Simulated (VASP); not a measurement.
Wanted: the native input for a VASP 6.6.1 run.

```yaml
Task: single point
Functional: r2SCAN
Potentials_or_basis: VASP PAW PBE potentials, release 64 (Ga_d, N_h)
Cutoff: 1460 eV
k_mesh: 10 × 10 × 10
Occupations: gaussian, width 0.05 eV
Spin: no spin polarisation
Dipole_correction: no
Further_INCAR_settings: ALGO = Normal; EDIFF = 1e-06; NBANDS = 16
```

Crystal: GaN.

```xyz
2
Lattice="0.0000 2.2911 2.2911 2.2489 0.0422 2.2489 2.2489 2.2489 0.0422" Properties=species:S:1:pos:R:3 pbc="T T T"
Ga    0.0000    0.0000    0.0000
N     3.3734    3.4367    3.4367
```

This cell differs from its parent crystal: strain +0.0375 x Voigt [0, 0, 0, 1, 0, 0].

The input as run:

POSCAR

```
GaN
1.0
    0.0000000000      2.2911043317      2.2911043317
    2.2489367673      0.0421675644      2.2489367673
    2.2489367673      2.2489367673      0.0421675644
Ga N
1 1
Direct
    0.0000000000      0.0000000000      0.0000000000
    0.7500000000      0.7500000000      0.7500000000
```

INCAR.step1

```
  PREC = Accurate
  ENCUT = 1460
  ISMEAR = 0
  SIGMA = 0.05
  LREAL = F
  LASPH = T
  NELM = 120
  NBANDS = 16
  GGA = PE
  ALGO = Normal
  EDIFF = 1E-5
  LWAVE = T
  LCHARG = F
  GGA_COMPAT = F
```

INCAR.step2

```
  PREC = Accurate
  ENCUT = 1460
  EDIFF = 1E-6
  ISMEAR = 0
  SIGMA = 0.05
  LREAL = F
  LASPH = T
  NELM = 120
  ALGO = Normal
  ISIF = 2
  LWAVE = F
  LCHARG = F
  METAGGA = R2SCAN
  LMIXTAU = T
  NBANDS = 16
  ISTART = 1
  GGA_COMPAT = F
```

KPOINTS

```
regular mesh
0
Gamma
  10 10 10
```

Potentials or basis: VASP PAW PBE potentials, release 64 (Ga_d, N_h).

The run is started by

```sh
$ cat potpaw_PBE.64/Ga_d/POTCAR potpaw_PBE.64/N_h/POTCAR > POTCAR
$ cp INCAR.step1 INCAR
$ mpirun -np 1 vasp_std > vasp.out
$ cp INCAR.step2 INCAR
$ mpirun -np 1 vasp_std > vasp.out
```

It gave:

The pressure is 1.4 GPa, the largest force is 0.331 eV/Å and the band gap on the k mesh is 2.05 eV.

Caveat: the cell differs from its parent crystal (strain +0.0375 x Voigt [0, 0, 0, 1, 0, 0]); the PAW data sets were made with another functional, which shifts forces and pressure a little.

Wall time 9.1 min on 1 thread of Intel(R) Xeon(R) Platinum 8488C (Sapphire Rapids), on a shared host, peak memory 0.48 GiB.
